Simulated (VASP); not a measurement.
# RbBr (Fm-3m) in VASP: notebook, part 2 of 3

VASP 6.6.1.

## 3. Electric field gradients, LDA (40.04 Å³/atom)

This run uses another cell than the first one, of 40.04 Å³/atom.

The input, INCAR:

```
  ALGO = Normal
  EDIFF = 1E-8
  ENCUT = 520
  ISIF = 2
  ISMEAR = -1
  LASPH = T
  LCHARG = F
  LEFG = T
  LREAL = F
  LWAVE = F
  NBANDS = 15
  NELM = 100
  PREC = Accurate
  SIGMA = 0.03
```

The input, KPOINTS:

```
k-points
0
Gamma
  6 6 6
```

The input, POSCAR:

```
RbBr
1.0
    0.0000000000      3.4210393832      3.4210393832
    3.4210393832      0.0000000000      3.4210393832
    3.4210393832      3.4210393832      0.0000000000
Rb Br
1 1
Direct
    0.0000000000      0.0000000000      0.0000000000
    0.5000000000      0.5000000000      0.5000000000
```

Potentials or basis: VASP PAW LDA potentials, release 64 (Rb_sv, Br).

Command:

```sh
cat potpaw_LDA.64/Rb_sv/POTCAR potpaw_LDA.64/Br/POTCAR > POTCAR
mpirun -np 1 vasp_std > vasp.out
```

OUTCAR:

```text
EDIFF = 1E-8
   ENCUT = 520
   ISIF = 2
   ISMEAR = -1
   LASPH = T
   LREAL = F
   NELM = 100
   PREC = Accurate

 ion  position               nearest neighbor table
   1  0.000  0.000  0.000-   2 3.42   2 3.42   2 3.42   2 3.42   2 3.42   2 3.42
   2  0.500  0.500  0.500-   1 3.42   1 3.42   1 3.42   1 3.42   1 3.42   1 3.42

  LATTYP: Found a face centered cubic cell.
 ALAT       =     6.8420787664

  Lattice vectors:

 A1 = (   0.0000000000,   3.4210393832,   3.4210393832)
 A2 = (   3.4210393832,   0.0000000000,   3.4210393832)
 A3 = (   3.4210393832,   3.4210393832,   0.0000000000)

Analysis of symmetry for initial positions (statically):
=====================================================================
 Subroutine PRICEL returns:
 Original cell was already a primitive cell.

 Routine SETGRP: Setting up the symmetry group for a
 face centered cubic supercell.

 Subroutine GETGRP returns: Found 48 space group operations
 (whereof 48 operations were pure point group operations)
 out of a pool of 48 trial point group operations.

The static configuration has the point symmetry O_h .

Analysis of symmetry for dynamics (positions and initial velocities):
=====================================================================
 Subroutine PRICEL returns:
 Original cell was already a primitive cell.

 Routine SETGRP: Setting up the symmetry group for a
 face centered cubic supercell.

 Subroutine GETGRP returns: Found 48 space group operations
 (whereof 48 operations were pure point group operations)
 out of a pool of 48 trial point group operations.

The dynamic configuration has the point symmetry O_h .

 Subroutine INISYM returns: Found 48 space group operations
 (whereof 48 operations are pure point group operations),
 and found     1 'primitive' translations

----------------------------------------------------------------------------------------

                                     Primitive cell

  volume of cell :      80.0763

  direct lattice vectors                    reciprocal lattice vectors
     0.000000000  3.421039383  3.421039383    -0.146154412  0.146154412  0.146154412
     3.421039383  0.000000000  3.421039383     0.146154412 -0.146154412  0.146154412
     3.421039383  3.421039383  0.000000000     0.146154412  0.146154412 -0.146154412

  length of vectors
     4.838080293  4.838080293  4.838080293     0.253146868  0.253146868  0.253146868

  position of ions in fractional coordinates (direct lattice)
     0.000000000  0.000000000  0.000000000
     0.500000000  0.500000000  0.500000000

  ion indices of the primitive-cell ions
   primitive index   ion index
                 1           1
                 2           2

----------------------------------------------------------------------------------------

 KPOINTS: k-points

Automatic generation of k-mesh.
[... 71 lines left out ...]
   EFERMI =   0.00;   METHOD = LEGACY
   ISMEAR =    -1;   SIGMA  =   0.03  broadening in eV -4-tet -1-fermi 0-gaus
   EFERMI_NEDOS =   21; number of points for ismear=-14 and -15
   IALGO  =     38    algorithm
   IMIX   =      4    mixing-type and parameters
     AMIX     =   0.40;   BMIX     =  1.00
     AMIX_MAG =   1.60;   BMIX_MAG =  1.00
  volume/ion in A,a.u.               =      40.04       270.19
  Fermi-wavevector in a.u.,A,eV,Ry     =   0.957077  1.808613 12.462880  0.915996
  Thomas-Fermi vector in A             =   2.086062
   LORBIT       =      0    0 simple, 1 ext, 2 COOP (PROOUT), +10 PAW based schemes
   GGA     = CA    functional components
   LHFCALC =     F    Hartree Fock is set to
   AEXX    =    0.0000 exact exchange contribution
   IVDW    =     0    specifies the selected vdW correction
   LEPSILON=     F    determine dielectric tensor
   LRPA    =     F    only Hartree local field effects (RPA)
 non-spin polarized calculation
  energy-cutoff  :      520.00
  volume of cell :       80.08
 maximum number of plane-waves:      2176
   NGX = 17   NGY = 17   NGZ = 17

 number of electron      16.0000000 magnetization

 Free energy of the ion-electron system (eV)
  ---------------------------------------------------
  ext. energy  EPLUGINS =         0.00000000
  ---------------------------------------------------
  free energy    TOTEN  =        -6.69740718 eV

  energy without entropy =       -6.69740718  energy(sigma->0) =       -6.69740718

 E-fermi :  -1.2464     XC(G=0):  -7.7585

 val. band max:       -1.9351273953   @ k =   0.0000   0.0000   0.0000
 cond. band min:       2.0373135411   @ k =   0.0000   0.0000   0.0000
 fundamental gap:      3.9724409365
 Fermi energy:        -1.2463766735

 k-point     1 :       0.0000    0.0000    0.0000
  band No.  band energies     occupation
      1     -26.1949      2.00000
      2     -14.1507      2.00000
      3     -10.3380      2.00000
      4     -10.3380      2.00000
      5     -10.3380      2.00000
      6      -1.9351      2.00000
      7      -1.9351      2.00000
      8      -1.9351      2.00000
      9       2.0373      0.00000
     10       5.0939      0.00000
     11       5.0939      0.00000
     12       5.0939      0.00000
     13       6.0435      0.00000
     14       6.0435      0.00000
[... 257 lines left out ...]
      2     -14.1158      2.00000
      3     -10.5099      2.00000
      4     -10.4484      2.00000
      5     -10.3452      2.00000
      6      -2.3785      2.00000
      7      -2.3775      2.00000
      8      -2.2154      2.00000
      9       4.0717      0.00000
     10       5.6422      0.00000
     11       5.7516      0.00000
     12       6.7897      0.00000
     13       7.9143      0.00000
     14       8.8033      0.00000
     15       9.1829      0.00000

------------------------ aborting loop because EDIFF is reached ----------------------------------------

  FORCE on cell =-STRESS in cart. coord.  units (eV):
  Direction    XX          YY          ZZ          XY          YZ          ZX
  --------------------------------------------------------------------------------------
  -------------------------------------------------------------------------------------
  Total       -0.5630575     -0.5630575     -0.5630575      0.0000000      0.0000000     -0.0000000
  in kB      -11.2657244    -11.2657244    -11.2657244      0.0000000      0.0000000     -0.0000000
  external PRESSURE =     -11.2657244 kB  Pullay stress =       0.0000000 kB

 VOLUME and BASIS-vectors are now :
 -----------------------------------------------------------------------------
  energy-cutoff  :      520.00
  volume of cell :       80.08
      direct lattice vectors                 reciprocal lattice vectors
     0.000000000  3.421039383  3.421039383    -0.146154412  0.146154412  0.146154412
     3.421039383  0.000000000  3.421039383     0.146154412 -0.146154412  0.146154412
     3.421039383  3.421039383  0.000000000     0.146154412  0.146154412 -0.146154412

 POSITION                                       TOTAL-FORCE (eV/Angst)
 -----------------------------------------------------------------------------------
      0.00000      0.00000      0.00000         0.000000      0.000000      0.000000
      3.42104      3.42104      3.42104        -0.000000     -0.000000     -0.000000
 -----------------------------------------------------------------------------------
    total drift:                                0.000000      0.000000      0.000000

  FREE ENERGIE OF THE ION-ELECTRON SYSTEM (eV)
  ---------------------------------------------------
  free  energy   TOTEN  =        -6.6974071828 eV

  energy  without entropy=       -6.6974071828  energy(sigma->0) =       -6.69740718

 Electric field gradients (V/A^2)
---------------------------------------------------------------------
 ion       V_xx      V_yy      V_zz      V_xy      V_xz      V_yz
---------------------------------------------------------------------
   1      -0.000    -0.000    -0.000    -0.000    -0.000    -0.000
   2      -0.000    -0.000    -0.000    -0.000    -0.000    -0.000
---------------------------------------------------------------------

 Electric field gradients after diagonalization (V/A^2)
 (convention: |V_zz| > |V_xx| > |V_yy|)
----------------------------------------------------------------------
 ion       V_xx      V_yy      V_zz     asymmetry (V_yy - V_xx)/ V_zz
----------------------------------------------------------------------
   1       0.000     0.000    -0.000       0.000
   2       0.000     0.000    -0.000       0.000
----------------------------------------------------------------------

           NMR quadrupolar parameters

 Cq : quadrupolar parameter    Cq=e*Q*V_zz/h
 eta: asymmetry parameters     (V_yy - V_xx)/ V_zz
 Q  : nuclear electric quadrupole moment in mb (millibarn)
----------------------------------------------------------------------
 ion       Cq(MHz)       eta       Q (mb)
----------------------------------------------------------------------
   1      -0.000       0.000       1.000
   2      -0.000       0.000       1.000
----------------------------------------------------------------------
```

stdout:

```text
POSCAR found type information on POSCAR RbBr
 POSCAR found :  2 types and       2 ions
 scaLAPACK will be used
 LDA part: xc-table for (Slater(with rela. corr.)+CA(PZ))
 , standard interpolation
 POSCAR, INCAR and KPOINTS ok, starting setup
 FFT: planning ... GRIDC
 FFT: planning ... GRID_SOFT
 FFT: planning ... GRID
 WAVECAR not read
 entering main loop
ion   1

ion   2
```

It took 40 s on 1 thread of Intel Xeon 8259CL, shared host; peak memory 0.18 GiB.

What came out:

| Item | Value |
| --- | --- |
| Free energy | -6.6974 eV |
| Pressure | -1.1 GPa |
| Band gap on the k mesh | 3.97 eV |
| Largest electric field gradient by atom | zero within the noise of the run |

Levels at points of the mesh, in eV from the valence-band top:
| k point | band 5 | band 6 | band 7 | band 8 | band 9 | band 10 | band 11 | band 12 |
| --- | --- | --- | --- | --- | --- | --- | --- | --- |
| (0.00, 0.00, 0.00) | -8.40 | 0.00 | 0.00 | 0.00 | 3.97 | 7.03 | 7.03 | 7.03 |
| (0.50, 0.00, 0.00) | -8.36 | -1.07 | -0.38 | -0.38 | 6.48 | 7.42 | 9.28 | 9.28 |
| (0.50, 0.50, 0.00) | -8.48 | -0.50 | -0.17 | -0.17 | 5.29 | 6.82 | 8.85 | 9.07 |

## 4. Electric field gradients, LDA

This run uses another cell than the first one, of 41.28 Å³/atom.

The input, INCAR:

```
SYSTEM = RbBr
PREC = Accurate
ENCUT = 520
EDIFF = 1E-8
ISMEAR = -1
SIGMA = 0.03
LREAL = .FALSE.
LASPH = .TRUE.
NELM = 80
ALGO = Normal
ISIF = 2
LWAVE = .FALSE.
LCHARG = .FALSE.
GGA = CA
LEFG = .TRUE.
NBANDS = 15
```

The input, KPOINTS:

```
Automatic mesh
0
G
  6 6 6
  0 0 0
```

The input, POSCAR:

```
RbBr
1.0
    0.0000000000      3.4559503595      3.4559503595
    3.4559503595      0.0000000000      3.4559503595
    3.4559503595      3.4559503595      0.0000000000
Rb Br
1 1
Direct
    0.0000000000      0.0000000000      0.0000000000
    0.5000000000      0.5000000000      0.5000000000
```

Potentials or basis: VASP PAW LDA potentials, release 64 (Rb_sv, Br).

Command:

```sh
cat potpaw_LDA.64/Rb_sv/POTCAR potpaw_LDA.64/Br/POTCAR > POTCAR
mpirun -np 1 vasp_std > vasp.out
```

OUTCAR:

```text
SYSTEM = RbBr
   PREC = Accurate
   ENCUT = 520
   EDIFF = 1E-8
   ISMEAR = -1
   LREAL = .FALSE.
   LASPH = .TRUE.
   NELM = 80
   ISIF = 2
   GGA = CA

 ion  position               nearest neighbor table
   1  0.000  0.000  0.000-   2 3.46   2 3.46   2 3.46   2 3.46   2 3.46   2 3.46
   2  0.500  0.500  0.500-   1 3.46   1 3.46   1 3.46   1 3.46   1 3.46   1 3.46

  LATTYP: Found a face centered cubic cell.
 ALAT       =     6.9119007190

  Lattice vectors:

 A1 = (   0.0000000000,   3.4559503595,   3.4559503595)
 A2 = (   3.4559503595,   0.0000000000,   3.4559503595)
 A3 = (   3.4559503595,   3.4559503595,   0.0000000000)

Analysis of symmetry for initial positions (statically):
=====================================================================
 Subroutine PRICEL returns:
 Original cell was already a primitive cell.

 Routine SETGRP: Setting up the symmetry group for a
 face centered cubic supercell.

[... 465 lines left out ...]
      direct lattice vectors                 reciprocal lattice vectors
     0.000000000  3.455950360  3.455950360    -0.144678004  0.144678004  0.144678004
     3.455950360  0.000000000  3.455950360     0.144678004 -0.144678004  0.144678004
     3.455950360  3.455950360  0.000000000     0.144678004  0.144678004 -0.144678004

 POSITION                                       TOTAL-FORCE (eV/Angst)
 -----------------------------------------------------------------------------------
      0.00000      0.00000      0.00000         0.000000     -0.000000     -0.000000
      3.45595      3.45595      3.45595        -0.000000      0.000000      0.000000
 -----------------------------------------------------------------------------------
    total drift:                                0.000000      0.000000      0.000000

  FREE ENERGIE OF THE ION-ELECTRON SYSTEM (eV)
  ---------------------------------------------------
  free  energy   TOTEN  =        -6.6773244981 eV

  energy  without entropy=       -6.6773244981  energy(sigma->0) =       -6.67732450

 Electric field gradients (V/A^2)
---------------------------------------------------------------------
 ion       V_xx      V_yy      V_zz      V_xy      V_xz      V_yz
---------------------------------------------------------------------
   1      -0.000    -0.000     0.000    -0.000    -0.000    -0.000
   2       0.000     0.000     0.000    -0.000    -0.000    -0.000
---------------------------------------------------------------------

 Electric field gradients after diagonalization (V/A^2)
 (convention: |V_zz| > |V_xx| > |V_yy|)
----------------------------------------------------------------------
 ion       V_xx      V_yy      V_zz     asymmetry (V_yy - V_xx)/ V_zz
----------------------------------------------------------------------
   1       0.000     0.000    -0.000       0.000
   2       0.000     0.000    -0.001       0.000
----------------------------------------------------------------------

           NMR quadrupolar parameters

 Cq : quadrupolar parameter    Cq=e*Q*V_zz/h
 eta: asymmetry parameters     (V_yy - V_xx)/ V_zz
 Q  : nuclear electric quadrupole moment in mb (millibarn)
----------------------------------------------------------------------
 ion       Cq(MHz)       eta       Q (mb)
----------------------------------------------------------------------
   1      -0.000       0.000       1.000
   2      -0.000       0.000       1.000
----------------------------------------------------------------------
```

It took 49 s on 1 thread of Intel Xeon 8259CL, shared host; peak memory 0.18 GiB.

Results:

* Free energy: -6.6773 eV
* Pressure: -1.5 GPa
* Band gap on the k mesh: 3.90 eV
* Largest electric field gradient by atom: zero within the noise of the run

## 5. Electric field gradients, LDA

This run uses another cell than the first one, of 41.28 Å³/atom.

The input, INCAR:

```
SYSTEM = RbBr
PREC = Accurate ; ENCUT = 520
EDIFF = 1E-8 ; ISMEAR = -1
SIGMA = 0.03 ; LREAL = .FALSE.
LASPH = .TRUE. ; NELM = 80
ALGO = Normal ; ISIF = 2
LWAVE = .FALSE. ; LCHARG = .FALSE.
LEFG = .TRUE. ; NBANDS = 15
```

The input, KPOINTS:

```
regular mesh
0
G
  6 6 6
  0 0 0
```

POSCAR is that of step 4.

Potentials or basis: VASP PAW LDA potentials, release 64 (Rb_sv, Br).

Command:

```sh
cat potpaw_LDA.64/Rb_sv/POTCAR potpaw_LDA.64/Br/POTCAR > POTCAR
mpirun -np 1 vasp_std > vasp.out
```

OUTCAR:

```text
SYSTEM = RbBr
   PREC = Accurate
   ENCUT = 520
   EDIFF = 1E-8
   ISMEAR = -1
   LREAL = .FALSE.
   LASPH = .TRUE.
   NELM = 80
   ISIF = 2

 ion  position               nearest neighbor table
   1  0.000  0.000  0.000-   2 3.46   2 3.46   2 3.46   2 3.46   2 3.46   2 3.46
   2  0.500  0.500  0.500-   1 3.46   1 3.46   1 3.46   1 3.46   1 3.46   1 3.46

  LATTYP: Found a face centered cubic cell.
 ALAT       =     6.9119007190

  Lattice vectors:

 A1 = (   0.0000000000,   3.4559503595,   3.4559503595)
 A2 = (   3.4559503595,   0.0000000000,   3.4559503595)
 A3 = (   3.4559503595,   3.4559503595,   0.0000000000)

Analysis of symmetry for initial positions (statically):
=====================================================================
 Subroutine PRICEL returns:
 Original cell was already a primitive cell.

 Routine SETGRP: Setting up the symmetry group for a
 face centered cubic supercell.

 Subroutine GETGRP returns: Found 48 space group operations
 (whereof 48 operations were pure point group operations)
 out of a pool of 48 trial point group operations.

The static configuration has the point symmetry O_h .

Analysis of symmetry for dynamics (positions and initial velocities):
=====================================================================
 Subroutine PRICEL returns:
 Original cell was already a primitive cell.

 Routine SETGRP: Setting up the symmetry group for a
 face centered cubic supercell.

 Subroutine GETGRP returns: Found 48 space group operations
 (whereof 48 operations were pure point group operations)
 out of a pool of 48 trial point group operations.
[... 421 lines left out ...]
      4     -10.6110      2.00000
      5     -10.5207      2.00000
      6      -2.4865      2.00000
      7      -2.4695      2.00000
      8      -2.3260      2.00000
      9       3.9585      0.00000
     10       5.3956      0.00000
     11       5.5611      0.00000
     12       6.5493      0.00000
     13       7.6943      0.00000
     14       8.5665      0.00000
     15       8.9059      0.00000

------------------------ aborting loop because EDIFF is reached ----------------------------------------

  FORCE on cell =-STRESS in cart. coord.  units (eV):
  Direction    XX          YY          ZZ          XY          YZ          ZX
  --------------------------------------------------------------------------------------
  -------------------------------------------------------------------------------------
  Total       -0.7567810     -0.7567810     -0.7567810     -0.0000000      0.0000000      0.0000000
  in kB      -14.6875149    -14.6875149    -14.6875149     -0.0000000      0.0000000      0.0000000
  external PRESSURE =     -14.6875149 kB  Pullay stress =       0.0000000 kB

 VOLUME and BASIS-vectors are now :
 -----------------------------------------------------------------------------
  energy-cutoff  :      520.00
  volume of cell :       82.55
      direct lattice vectors                 reciprocal lattice vectors
     0.000000000  3.455950360  3.455950360    -0.144678004  0.144678004  0.144678004
     3.455950360  0.000000000  3.455950360     0.144678004 -0.144678004  0.144678004
     3.455950360  3.455950360  0.000000000     0.144678004  0.144678004 -0.144678004

 POSITION                                       TOTAL-FORCE (eV/Angst)
 -----------------------------------------------------------------------------------
      0.00000      0.00000      0.00000         0.000000     -0.000000     -0.000000
      3.45595      3.45595      3.45595        -0.000000      0.000000      0.000000
 -----------------------------------------------------------------------------------
    total drift:                                0.000000      0.000000      0.000000

  FREE ENERGIE OF THE ION-ELECTRON SYSTEM (eV)
  ---------------------------------------------------
  free  energy   TOTEN  =        -6.6773244981 eV

  energy  without entropy=       -6.6773244981  energy(sigma->0) =       -6.67732450

 Electric field gradients (V/A^2)
---------------------------------------------------------------------
 ion       V_xx      V_yy      V_zz      V_xy      V_xz      V_yz
---------------------------------------------------------------------
   1      -0.000    -0.000     0.000    -0.000    -0.000    -0.000
   2       0.000     0.000     0.000    -0.000    -0.000    -0.000
---------------------------------------------------------------------

 Electric field gradients after diagonalization (V/A^2)
 (convention: |V_zz| > |V_xx| > |V_yy|)
----------------------------------------------------------------------
 ion       V_xx      V_yy      V_zz     asymmetry (V_yy - V_xx)/ V_zz
----------------------------------------------------------------------
   1       0.000     0.000    -0.000       0.000
   2       0.000     0.000    -0.001       0.000
----------------------------------------------------------------------

           NMR quadrupolar parameters

 Cq : quadrupolar parameter    Cq=e*Q*V_zz/h
 eta: asymmetry parameters     (V_yy - V_xx)/ V_zz
 Q  : nuclear electric quadrupole moment in mb (millibarn)
----------------------------------------------------------------------
 ion       Cq(MHz)       eta       Q (mb)
----------------------------------------------------------------------
   1      -0.000       0.000       1.000
   2      -0.000       0.000       1.000
----------------------------------------------------------------------
```

Wall time 47 s (1 thread of Intel Xeon 8259CL, shared host); peak memory 0.18 GiB.

What came out:

```
Free energy                             : -6.6773 eV
Pressure                                : -1.5 GPa
Band gap on the k mesh                  : 3.90 eV
Largest electric field gradient by atom : zero within the noise of the run
```

(Continued in part 3 of 3.)
